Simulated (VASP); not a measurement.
# C in VASP: further runs

C is run at these levels: PBEsol; tasks: relaxation of the atoms, single point.

All numbers are computed with VASP 6.6.1; they aren't measurements. Logs are shortened: lines on timing, memory, paths and dates and some standing lists are left out, and cuts for length are marked.

### Step 1. The cell of the first run

The cell holds a slab with vacuum, 4 atoms: a = 1.706 Å, b = 6.312 Å, c = 17.970 Å, α = 90.00°, β = 90.00°, γ = 90.00°.

### Step 2. Relaxation of the atoms, PBEsol

Input file INCAR:

```
SYSTEM = C
PREC = Accurate
ENCUT = 520
EDIFF = 1E-7
ISMEAR = -1
SIGMA = 0.05
LREAL = .False.
LASPH = .True.
NELM = 80
ALGO = Normal
ISIF = 2
LWAVE = .False.
LCHARG = .False.
LDIPOL = .True.
IDIPOL = 3
DIPOL = 0.5 0.5 0.500
GGA = PS
IBRION = 2
NSW = 32
EDIFFG = -0.01
```

Input file KPOINTS:

```
regular mesh
0
Gamma
  19 5 1
  0 0 0
```

Input file POSCAR:

```
C
1.0
    1.7062526236      0.0000000000      0.0000000000
    0.0000000000      6.3117731547      0.0000000000
    0.0000000000      0.0000000000     17.9702000000
C
4
Direct
    0.0000000000      0.7500000000      0.4636881249
    0.5000000000      0.2500000000      0.4637134565
    0.5000000000      0.7500000000      0.5362865334
    0.0000000000      0.2500000000      0.5363118852
```

Potentials or basis: VASP PAW PBE potentials, release 64 (C).

Command:

```bash
$ cat potpaw_PBE.64/C/POTCAR > POTCAR
$ mpirun -np 1 vasp_std > vasp.out
```

OUTCAR:

```text
SYSTEM = C
   PREC = Accurate
   ENCUT = 520
   EDIFF = 1E-7
   ISMEAR = -1
   LREAL = .False.
   LASPH = .True.
   NELM = 80
   ISIF = 2
   GGA = PS
   IBRION = 2
   NSW = 32
   EDIFFG = -0.01

 ion  position               nearest neighbor table
   1  0.000  0.750  0.464-   3 1.56   3 1.56
   2  0.500  0.250  0.464-   4 1.56   4 1.56
   3  0.500  0.750  0.536-   1 1.56   1 1.56
   4  0.000  0.250  0.536-   2 1.56   2 1.56

  LATTYP: Found a simple orthorhombic cell.
 ALAT       =     1.7062526236
 B/A-ratio  =     3.6992020217
 C/A-ratio  =    10.5319691536

  Lattice vectors:

 A1 = (   1.7062526236,   0.0000000000,   0.0000000000)
 A2 = (   0.0000000000,   6.3117731547,   0.0000000000)
 A3 = (   0.0000000000,   0.0000000000,  17.9702000000)

Analysis of symmetry for initial positions (statically):
=====================================================================
 Subroutine PRICEL returns:
 Original cell was already a primitive cell.

 Routine SETGRP: Setting up the symmetry group for a
 simple orthorhombic supercell.

 Subroutine GETGRP returns: Found  8 space group operations
 (whereof  4 operations were pure point group operations)
 out of a pool of  8 trial point group operations.

The static configuration has the point symmetry C_2h.
 The point group associated with its full space group is D_2h.

Analysis of symmetry for dynamics (positions and initial velocities):
=====================================================================
 Subroutine PRICEL returns:
 Original cell was already a primitive cell.

 Routine SETGRP: Setting up the symmetry group for a
 simple orthorhombic supercell.

 Subroutine GETGRP returns: Found  8 space group operations
 (whereof  4 operations were pure point group operations)
 out of a pool of  8 trial point group operations.

The dynamic configuration has the point symmetry C_2h.
 The point group associated with its full space group is D_2h.

 Subroutine INISYM returns: Found  8 space group operations
 (whereof  4 operations are pure point group operations),
 and found     1 'primitive' translations

----------------------------------------------------------------------------------------

                                     Primitive cell

  volume of cell :     193.5297

  direct lattice vectors                    reciprocal lattice vectors
     1.706252624  0.000000000  0.000000000     0.586079685  0.000000000  0.000000000
     0.000000000  6.311773155  0.000000000     0.000000000  0.158434084  0.000000000
     0.000000000  0.000000000 17.970200000     0.000000000  0.000000000  0.055647683

  length of vectors
     1.706252624  6.311773155 17.970200000     0.586079685  0.158434084  0.055647683

  position of ions in fractional coordinates (direct lattice)
     0.000000000  0.750000000  0.463688125
     0.500000000  0.250000000  0.463713457
     0.500000000  0.750000000  0.536286533
     0.000000000  0.250000000  0.536311885

  ion indices of the primitive-cell ions
   primitive index   ion index
                 1           1
                 2           2
                 3           3
                 4           4

----------------------------------------------------------------------------------------

 KPOINTS: regular mesh

Automatic generation of k-mesh.
 Grid dimensions read from file:
 generate k-points for:   19    5    1

 Generating k-lattice:

  Cartesian coordinates                     Fractional coordinates (reciprocal lattice)
     0.030846299  0.000000000  0.000000000     0.052631579  0.000000000  0.000000000
     0.000000000  0.031686817  0.000000000     0.000000000  0.200000000  0.000000000
     0.000000000  0.000000000  0.055647683     0.000000000  0.000000000  1.000000000

  Length of vectors
     0.030846299  0.031686817  0.055647683

  Shift w.r.t. Gamma in fractional coordinates (k-lattice)
     0.000000000  0.000000000  0.000000000

 Subroutine IBZKPT returns following result:
 ===========================================

 Found     30 irreducible k-points:

 Following reciprocal coordinates:
            Coordinates               Weight
  0.000000  0.000000  0.000000      1.000000
  0.052632  0.000000  0.000000      2.000000
  0.105263  0.000000  0.000000      2.000000
  0.157895  0.000000  0.000000      2.000000
  0.210526  0.000000  0.000000      2.000000
  0.263158  0.000000  0.000000      2.000000
[... 16 lines left out ...]
  0.105263  0.400000  0.000000      4.000000
  0.157895  0.400000  0.000000      4.000000
 [... further k-points ...]
   k-points           NKPTS =     30   k-points in BZ     NKDIM =     30   number of bands    NBANDS=     12
   number of dos      NEDOS =    301   number of ions     NIONS =      4
   total plane-waves  NPLWV =  94080
   dimension x,y,z NGX =    14 NGY =   48 NGZ =  140
   dimension x,y,z NGXF=    28 NGYF=   96 NGZF=  280
   ions per type =               4
   NGX,Y,Z   is equivalent  to a cutoff of  13.64, 12.64, 12.95 a.u.
   NGXF,Y,Z  is equivalent  to a cutoff of  27.28, 25.29, 25.90 a.u.
 SYSTEM =  C
   PREC   = accura    normal or accurate (medium, high low for compatibility)
   ISTART =      0    job   : 0-new  1-cont  2-samecut
   ICHARG =      2    charge: 1-file 2-atom 10-const
   ISPIN  =      1    spin polarized calculation?
   LNONCOLLINEAR =      F non collinear calculations
   LSORBIT =      F    spin-orbit coupling
   LASPH  =      T    aspherical Exc in radial PAW
   ENCUT  =  520.0 eV  38.22 Ry    6.18 a.u.   3.17 11.74 33.41*2*pi/ulx,y,z
   NELM   =     80;   NELMIN=  2; NELMDL= -5     # of ELM steps
   EDIFF  = 0.1E-06   stopping-criterion for ELM
   LREAL  =      F    real-space projection
   EDIFFG = -.1E-01   stopping-criterion for IOM
   NSW    =     32    number of steps for IOM
   IBRION =      2    ionic relax: 0-MD 1-quasi-New 2-CG
   NFREE  =      1    steps in history (QN), initial steepest desc. (CG)
   ISIF   =      2    stress and relaxation
   ISYM   =      2    0-nonsym 1-usesym 2-fastsym
   POTIM  = 0.5000    time-step for ionic-motion
   TEBEG  =    0.0;   TEEND  =   0.0 temperature during run
   PSTRESS=    0.0 pullay stress
   NELECT =      16.0000    total number of electrons
   NUPDOWN=      -1.0000    fix difference up-down
   EMIN   =  10.00;   EMAX   =-10.00  energy-range for DOS
   EFERMI =   0.00;   METHOD = LEGACY
   ISMEAR =    -1;   SIGMA  =   0.05  broadening in eV -4-tet -1-fermi 0-gaus
   EFERMI_NEDOS =   21; number of points for ismear=-14 and -15
   IALGO  =     38    algorithm
   IMIX   =      4    mixing-type and parameters
     AMIX     =   0.40;   BMIX     =  1.00
     AMIX_MAG =   1.60;   BMIX_MAG =  1.00
  volume/ion in A,a.u.               =      48.38       326.50
  Fermi-wavevector in a.u.,A,eV,Ry     =   0.713180  1.347714  6.920266  0.508625
  Thomas-Fermi vector in A             =   1.800750
   LORBIT       =      0    0 simple, 1 ext, 2 COOP (PROOUT), +10 PAW based schemes
   GGA     = PS    functional components
   LHFCALC =     F    Hartree Fock is set to
   AEXX    =    0.0000 exact exchange contribution
   IVDW    =     0    specifies the selected vdW correction
   LEPSILON=     F    determine dielectric tensor
   LRPA    =     F    only Hartree local field effects (RPA)
 conjugate gradient relaxation of ions
 non-spin polarized calculation
  energy-cutoff  :      520.00
  volume of cell :      193.53
 maximum number of plane-waves:      5264
 NGX is ok and might be reduce to    14
   NGX =  7   NGY = 23   NGZ = 67

--------------------------------------- Ionic step        1  -------------------------------------------

 number of electron      15.9999999 magnetization

 Free energy of the ion-electron system (eV)
  ---------------------------------------------------
  ext. energy  EPLUGINS =         0.00000000
  ---------------------------------------------------
  free energy    TOTEN  =       -24.59024033 eV

  energy without entropy =      -24.57993625  energy(sigma->0) =      -24.58508829

------------------------ aborting loop because EDIFF is reached ----------------------------------------

  FORCE on cell =-STRESS in cart. coord.  units (eV):
  Direction    XX          YY          ZZ          XY          YZ          ZX
  --------------------------------------------------------------------------------------
  -------------------------------------------------------------------------------------
  Total       -5.0134659     -0.3258344      0.1976093      0.0000000      0.0000000      0.0000000
  in kB      -41.5050579     -2.6974899      1.6359510      0.0000000      0.0000000      0.0000000
  external PRESSURE =     -14.1888656 kB  Pullay stress =       0.0000000 kB
[... 61 lines left out ...]
  energy  without entropy=      -24.5804977223  energy(sigma->0) =      -24.58568998

--------------------------------------- Ionic step        3  -------------------------------------------

 number of electron      15.9999999 magnetization

 dipolmoment           0.000000      0.000000      0.000001 electrons x Angstroem

 Free energy of the ion-electron system (eV)
  ---------------------------------------------------
  ext. energy  EPLUGINS =         0.00000000
  ---------------------------------------------------
  free energy    TOTEN  =       -24.59089858 eV

  energy without entropy =      -24.58047049  energy(sigma->0) =      -24.58568453

 E-fermi :  -3.9327     XC(G=0):  -2.7355

 val. band max:       -3.9703460363   @ k =   0.0526   0.4000   0.0000
 cond. band min:      -3.9117318109   @ k =   0.4211   0.2000   0.0000
 fundamental gap:      0.0586142254
 Fermi energy:        -3.9327463359

 k-point     1 :       0.0000    0.0000    0.0000
  band No.  band energies     occupation
      1     -24.0934      2.00000
      2     -23.7299      2.00000
      3     -14.2004      2.00000
      4     -13.6244      2.00000
      5     -11.8402      2.00000
      6      -9.3052      2.00000
      7      -9.0130      2.00000
      8      -8.4271      2.00000
      9      -4.8640      2.00000
     10      -2.3284      0.00000
     11       1.2710      0.00000
     12       1.6847      0.00000
[... 331 lines left out ...]
 k-point    24 :       0.1579    0.4000    0.0000
  band No.  band energies     occupation
      1     -23.0250      2.00000
      2     -22.9181      2.00000
      3     -13.2236      2.00000
      4     -13.0627      2.00000
      5      -9.9757      2.00000
      6      -9.2659      2.00000
      7      -7.5941      2.00000
      8      -7.4612      2.00000
      9      -3.0944      0.00000
     10      -2.3824      0.00000
     11       1.9814      0.00000
     12       2.1548      0.00000

 [... further k-points ...]

------------------------ aborting loop because EDIFF is reached ----------------------------------------

 vacuum level on the upper side and lower side of the slab       (xc-potential included)        -0.013        -0.013

  FORCE on cell =-STRESS in cart. coord.  units (eV):
  Direction    XX          YY          ZZ          XY          YZ          ZX
  --------------------------------------------------------------------------------------
  -------------------------------------------------------------------------------------
  Total       -5.3987644     -0.3433557     -0.0334690      0.0000000      0.0000000      0.0000000
  in kB      -44.6948343     -2.8425445     -0.2770801      0.0000000      0.0000000      0.0000000
  external PRESSURE =     -15.9381529 kB  Pullay stress =       0.0000000 kB

 VOLUME and BASIS-vectors are now :
 -----------------------------------------------------------------------------
  energy-cutoff  :      520.00
  volume of cell :      193.53
      direct lattice vectors                 reciprocal lattice vectors
     1.706252624  0.000000000  0.000000000     0.586079685  0.000000000  0.000000000
     0.000000000  6.311773155  0.000000000     0.000000000  0.158434084  0.000000000
     0.000000000  0.000000000 17.970200000     0.000000000  0.000000000  0.055647683
[... 10 lines left out ...]
  FREE ENERGIE OF THE ION-ELECTRON SYSTEM (eV)
  ---------------------------------------------------
  free  energy   TOTEN  =       -24.5908985789 eV

  energy  without entropy=      -24.5804704863  energy(sigma->0) =      -24.58568453

 reached required accuracy - stopping structural energy minimisation

 vacuum level on the upper side and lower side of the slab         1.934         1.934
```

Wall time 4.5 min (1 thread of AMD EPYC 7R13, shared host); peak memory 0.28 GiB.

Results:

```
Free energy               : -24.5909 eV
Energy gained by relaxing : 0.2 meV/atom
Ionic steps               : 3
Band gap on the k mesh    : zero (bands 8 and 9 overlap by 2.45 eV)
```

Step by step:
```
step  energy change (eV)  largest force (eV/Å)  pressure (GPa)
   1              0.0000                0.0889           -1.42
   2             -0.0006                0.0142           -1.62
   3             -0.0007                0.0004           -1.59
```

Final structure:
```
C
1.0
     1.70625    0.00000    0.00000
     0.00000    6.31177    0.00000
     0.00000    0.00000   17.97020
C
4
Direct
  0.00000 0.75000 0.46348
  0.50000 0.25000 0.46351
  0.50000 0.75000 0.53649
  0.00000 0.25000 0.53652
```

Levels at points of the mesh, in eV from the Fermi level:
```tsv
k point	band 5	band 6	band 7	band 8	band 9	band 10	band 11	band 12
(0.00, 0.00, 0.00)	-7.91	-5.37	-5.08	-4.49	-0.93	1.60	5.20	5.62
```

Caveat: the PAW data sets were made with another functional, which shifts forces and pressure a little.

### Step 3. Single point, PBEsol

Input file INCAR:

```
SYSTEM = C
PREC = Accurate
ENCUT = 520
EDIFF = 1E-6
ISMEAR = -1
SIGMA = 0.05
LREAL = .False.
LASPH = .True.
NELM = 60
ALGO = Normal
ISIF = 2
LWAVE = .False.
LCHARG = .False.
LDIPOL = .True.
IDIPOL = 3
DIPOL = 0.5 0.5 0.500
GGA = PS
NBANDS = 16
```

KPOINTS is that of step 2.

POSCAR is that of step 2.

Potentials or basis: VASP PAW PBE potentials, release 64 (C).

Command:

```bash
$ cat potpaw_PBE.64/C/POTCAR > POTCAR
$ mpirun -np 1 vasp_std > vasp.out
```

OUTCAR:

```text
SYSTEM = C
   PREC = Accurate
   ENCUT = 520
   EDIFF = 1E-6
   ISMEAR = -1
   LREAL = .False.
   LASPH = .True.
   NELM = 60
   ISIF = 2
   GGA = PS

 ion  position               nearest neighbor table
   1  0.000  0.750  0.464-   3 1.56   3 1.56
   2  0.500  0.250  0.464-   4 1.56   4 1.56
   3  0.500  0.750  0.536-   1 1.56   1 1.56
   4  0.000  0.250  0.536-   2 1.56   2 1.56

  LATTYP: Found a simple orthorhombic cell.
 ALAT       =     1.7062526236
 B/A-ratio  =     3.6992020217
 C/A-ratio  =    10.5319691536
[... 660 lines left out ...]
  --------------------------------------------------------------------------------------
  -------------------------------------------------------------------------------------
  Total       -5.0134698     -0.3257681      0.1976443      0.0000000     -0.0000000      0.0000000
  in kB      -41.5050900     -2.6969411      1.6362406      0.0000000     -0.0000000      0.0000000
  external PRESSURE =     -14.1885968 kB  Pullay stress =       0.0000000 kB

 VOLUME and BASIS-vectors are now :
 -----------------------------------------------------------------------------
  energy-cutoff  :      520.00
  volume of cell :      193.53
      direct lattice vectors                 reciprocal lattice vectors
     1.706252624  0.000000000  0.000000000     0.586079685  0.000000000  0.000000000
     0.000000000  6.311773155  0.000000000     0.000000000  0.158434084  0.000000000
     0.000000000  0.000000000 17.970200000     0.000000000  0.000000000  0.055647683

 POSITION                                       TOTAL-FORCE (eV/Angst)
 -----------------------------------------------------------------------------------
      0.00000      4.73383      8.33257         0.000000     -0.000000     -0.088779
      0.85313      1.57794      8.33302         0.000000      0.000000     -0.088907
      0.85313      4.73383      9.63718        -0.000000     -0.000000      0.088907
      0.00000      1.57794      9.63763         0.000000     -0.000000      0.088779
 -----------------------------------------------------------------------------------
    total drift:                               -0.000000      0.000000      0.000098

  FREE ENERGIE OF THE ION-ELECTRON SYSTEM (eV)
  ---------------------------------------------------
  free  energy   TOTEN  =       -24.5902402517 eV

  energy  without entropy=      -24.5799361932  energy(sigma->0) =      -24.58508822

 vacuum level on the upper side and lower side of the slab         1.877         1.877
```

OSZICAR:

```text
N       E                     dE             d eps       ncg     rms          rms(c)
DAV:   1     0.971866015061E+02    0.97187E+02   -0.63154E+03  1008   0.746E+02
DAV:   2    -0.135045855307E+02   -0.11069E+03   -0.96189E+02  1576   0.155E+02
DAV:   3    -0.247034155781E+02   -0.11199E+02   -0.10796E+02  1216   0.551E+01
DAV:   4    -0.249701943926E+02   -0.26678E+00   -0.26530E+00  1240   0.107E+01
[... 11 lines left out ...]
DAV:  16    -0.245902169323E+02   -0.34683E-04   -0.18722E-06  1144   0.425E-03    0.105E-03
DAV:  17    -0.245902303853E+02   -0.13453E-04   -0.36312E-07   864   0.229E-03    0.733E-04
DAV:  18    -0.245902384707E+02   -0.80853E-05   -0.38677E-07   880   0.181E-03    0.313E-04
DAV:  19    -0.245902397796E+02   -0.13090E-05   -0.35770E-08   888   0.693E-04    0.190E-04
DAV:  20    -0.245902402517E+02   -0.47210E-06   -0.13654E-08   776   0.415E-04
   1 F= -.24590240E+02 E0= -.24585088E+02  d E =-.103041E-01
```

It took 3.6 min on 1 thread of Intel Xeon 8259CL, shared host; peak memory 0.32 GiB.

Results:

```
Free energy            : -24.5902 eV
Largest force          : 0.089 eV/Å
Band gap on the k mesh : zero (bands 8 and 9 overlap by 2.41 eV)
```

Forces on the atoms (eV/Å):
```
C    0.000  0.000 -0.089
C    0.000  0.000 -0.089
C    0.000  0.000  0.089
C    0.000  0.000  0.089
```

Levels at points of the mesh, in eV from the Fermi level:
| k point | band 6 | band 7 | band 8 | band 9 | band 10 | band 11 |
| --- | --- | --- | --- | --- | --- | --- |
| (0.00, 0.00, 0.00) | -5.42 | -5.07 | -4.48 | -0.89 | 1.65 | 5.23 |

Caveat: the PAW data sets were made with another functional, which shifts forces and pressure a little.

(Part 1 of 2 ends here.)

The gap in the log of VASP goes by the Fermi energy; the results here count the filled bands.